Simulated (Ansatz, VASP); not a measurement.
GaSb in VASP and in Ansatz

Contents of INCAR:

```
SYSTEM = GaSb
ALGO = Normal
EDIFF = 1E-6
ENCUT = 520
GGA = PE
ISIF = 2
ISMEAR = 0
LASPH = .True.
LCHARG = .False.
LREAL = .False.
LWAVE = .False.
NBANDS = 16
NELM = 60
PREC = Accurate
SIGMA = 0.1
```

KPOINTS

```
k-points
0
Gamma
  12 12 12
  0 0 0
```

POSCAR

```
GaSb
1.0
    0.0000000000      3.0508630600      3.0508630600
    3.0508630600      0.0000000000      3.0508630600
    3.0508630600      3.0508630600      0.0000000000
Ga Sb
1 1
Direct
    0.0000000000      0.0000000000      0.0000000000
    0.7500000000      0.7500000000      0.7500000000
```

Input for Ansatz:

```yaml
crystal:
  lattice:
    - [0.0, 3.05086306, 3.05086306]
    - [3.05086306, 0.0, 3.05086306]
    - [3.05086306, 3.05086306, 0.0]
  atoms:
    - { symbol: Ga, position: [0.0, 0.0, 0.0] }
    - { symbol: Sb, position: [0.75, 0.75, 0.75] }
basis:
  ecutwfc: 420
kpoints:
  mp_grid: { grid: [12, 12, 12] }
hamiltonian:
  xc: pbe
scf:
  occupations: { method: gaussian, width: 0.1 }
output:
  forces: true
  stress: true
  eigenvalues: true
  populations: true
```

Alike in both runs: task single point; functional PBE; k mesh 12 × 12 × 12; occupations gaussian, width 0.1 eV; no spin polarisation.

```csv
,VASP,Ansatz
version,VASP 6.6.1,Ansatz 0.2.0
potentials or method,"VASP PAW PBE potentials, release 64 (Ga_d, Sb), cutoff 520 eV","scalar-relativistic, plane waves, PAW"
valence electrons in the cell,18,28
```

|  | VASP | Ansatz | Ansatz less VASP |
| --- | --- | --- | --- |
| gap on the k mesh at the Fermi level (eV) | 0.09 | 0.09 | -0.003 |
| least direct gap on the mesh (eV) | 0.09 | 0.09 | -0.003 |
| pressure (GPa) | 2.9 | 2.8 | -0.07 |

VASP's potentials hold 18 valence electrons a cell and Ansatz's 28, so a difference there can come from the potentials and not from the codes.

Neither program's run includes spin-orbit coupling.
